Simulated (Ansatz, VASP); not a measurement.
## Pd: VASP beside Ansatz

Contents of INCAR:

```
SYSTEM = Pd
PREC     = Accurate       ! precision mode
ENCUT    = 520            ! plane-wave cutoff, eV
EDIFF    = 1E-7           ! SCF threshold, eV
ISMEAR   = 0              ! smearing method
SIGMA    = 0.15           ! smearing width, eV
LREAL    = .FALSE.        ! projectors in reciprocal space
LASPH    = .TRUE.         ! aspherical terms in the spheres
NELM     = 60             ! most SCF steps
ALGO     = Normal         ! electronic algorithm
ISIF     = 2              ! what is computed and relaxed
LWAVE    = .FALSE.        ! write WAVECAR
LCHARG   = .TRUE.         ! write CHGCAR
GGA      = PS             ! functional
LELF     = .TRUE.         ! ELF
LVHAR    = .TRUE.       
NBANDS   = 11             ! bands
```

File KPOINTS:

```
regular mesh
0
G
  20 20 20
  0 0 0
```

Contents of POSCAR:

```
Pd
1.0
    0.0000000000      1.9449000000      1.7893080000
    1.9449000000      0.0000000000      1.7893080000
    1.9449000000      1.9449000000      0.0000000000
Pd
1
Direct
    0.0000000000      0.0000000000      0.0000000000
```

Input for Ansatz:

```yaml
crystal:
  lattice:
    - [0.0, 1.9449, 1.789308]
    - [1.9449, 0.0, 1.789308]
    - [1.9449, 1.9449, 0.0]
  atoms:
    - { symbol: Pd, position: [0.0, 0.0, 0.0] }
basis:
  ecutwfc: 420
kpoints:
  mp_grid: { grid: [20, 20, 20] }
hamiltonian:
  xc: pbesol
scf:
  occupations: { method: gaussian, width: 0.15 }
output:
  forces: true
  stress: true
  eigenvalues: true
```

Change from the starting cell: strain +0.000 along x and y, -0.080 along z, atoms carried along.

Alike in both runs: task single point; functional PBEsol; k mesh 20 × 20 × 20; occupations gaussian, width 0.15 eV; no spin polarisation.

```csv
,VASP,Ansatz
version,VASP 6.6.1,Ansatz 0.2.0
potentials or method,"VASP PAW PBE potentials, release 64 (Pd), cutoff 520 eV","scalar-relativistic, plane waves, PAW"
valence electrons in the cell,10,18
```

VASP gave:

```
gap on the k mesh at the Fermi level (eV)                     : none
pressure (GPa)                                                : 17.9
traceless stress, the component that is largest in VASP (GPa) : 2.81
```

Which values does Ansatz return?

gap on the k mesh at the Fermi level (eV): none; pressure (GPa): 18.4; traceless stress, the component that is largest in VASP (GPa): 2.85.

VASP's potentials were made for PBE, not for PBEsol. A gap of «none» marks a metal or a gap that the smearing closes. With one functional, cell and mesh, what is left measures potentials, basis and numerics. VASP's potentials hold 10 valence electrons a cell and Ansatz's 18, so a difference there can come from the potentials and not from the codes.
